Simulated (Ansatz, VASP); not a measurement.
## Two plane-wave programs on BN

POSCAR

```
BN
1.0
    0.0000000000      1.8130010000      1.8130010000
    1.8130010000      0.0000000000      1.8130010000
    1.8130010000      1.8130010000      0.0000000000
B N
1 1
Direct
    0.0000000000      0.0000000000      0.0000000000
    0.7500000000      0.7500000000      0.7500000000
```

Contents of INCAR.step1:

```
SYSTEM = BN
PREC     = Accurate       ! precision mode
ENCUT    = 600            ! plane-wave cutoff, eV
ISMEAR   = 0              ! smearing method
SIGMA    = 0.02           ! smearing width, eV
LREAL    = .FALSE.        ! projectors in reciprocal space
LASPH    = .TRUE.         ! aspherical terms in the spheres
NELM     = 100            ! most SCF steps
GGA      = PE             ! functional
ALGO     = Normal         ! electronic algorithm
EDIFF    = 1E-4           ! SCF threshold, eV
LWAVE    = .TRUE.         ! write WAVECAR
LCHARG   = .FALSE.        ! write CHGCAR
```

The input INCAR.step2:

```
SYSTEM = BN
PREC     = Accurate       ! precision mode
ENCUT    = 600            ! plane-wave cutoff, eV
EDIFF    = 1E-6           ! SCF threshold, eV
ISMEAR   = 0              ! smearing method
SIGMA    = 0.02           ! smearing width, eV
LREAL    = .FALSE.        ! projectors in reciprocal space
LASPH    = .TRUE.         ! aspherical terms in the spheres
NELM     = 100            ! most SCF steps
ALGO     = Normal         ! electronic algorithm
ISIF     = 3              ! what is computed and relaxed
LWAVE    = .FALSE.        ! write WAVECAR
LCHARG   = .FALSE.        ! write CHGCAR
METAGGA  = R2SCAN         ! meta-GGA
LMIXTAU  = .TRUE.       
IBRION   = 2              ! ionic algorithm
NSW      = 100            ! ionic steps
EDIFFG   = -0.005         ! ionic threshold
ISTART   = 1
```

The input KPOINTS:

```
Automatic mesh
0
G
  12 12 12
  0 0 0
```

Input for Ansatz:

```yaml
crystal:
  lattice:
    - [0.0, 1.813001, 1.813001]
    - [1.813001, 0.0, 1.813001]
    - [1.813001, 1.813001, 0.0]
  atoms:
    - { symbol: B, position: [0.0, 0.0, 0.0] }
    - { symbol: "N", position: [0.75, 0.75, 0.75] }
basis:
  ecutwfc: 500
kpoints:
  mp_grid: { grid: [12, 12, 12] }
hamiltonian:
  xc: r2scan
scf:
  occupations: { method: gaussian, width: 0.02 }
output:
  forces: true
  stress: true
  eigenvalues: true
relax:
  adjacent_minimum: "off"
  f_tol: 0.005
  max_steps: 80
  cell: { stress_tol: 0.05 }
```

Alike in both runs: task relaxation of cell and atoms; functional r2SCAN; k mesh 12 × 12 × 12; occupations gaussian, width 0.02 eV; no spin polarisation.

|  | VASP | Ansatz |
| --- | --- | --- |
| version | VASP 6.6.1 | Ansatz 0.2.0 |
| potentials or method | VASP PAW PBE potentials, release 64 (B, N), cutoff 600 eV | scalar-relativistic, plane waves, PAW |
| valence electrons in the cell | 8 | 8 |

```csv
,VASP,Ansatz,Ansatz less VASP
"gap on the k mesh at the Fermi level, each at its own relaxed structure (eV)",4.98,5.00,+0.025
relaxed volume (Å³/atom),5.90,5.88,-0.018
relaxed cell length with the largest relative difference (Å),2.555,2.552,-0.0026
```

VASP's potentials were made for PBE, not for r2SCAN.
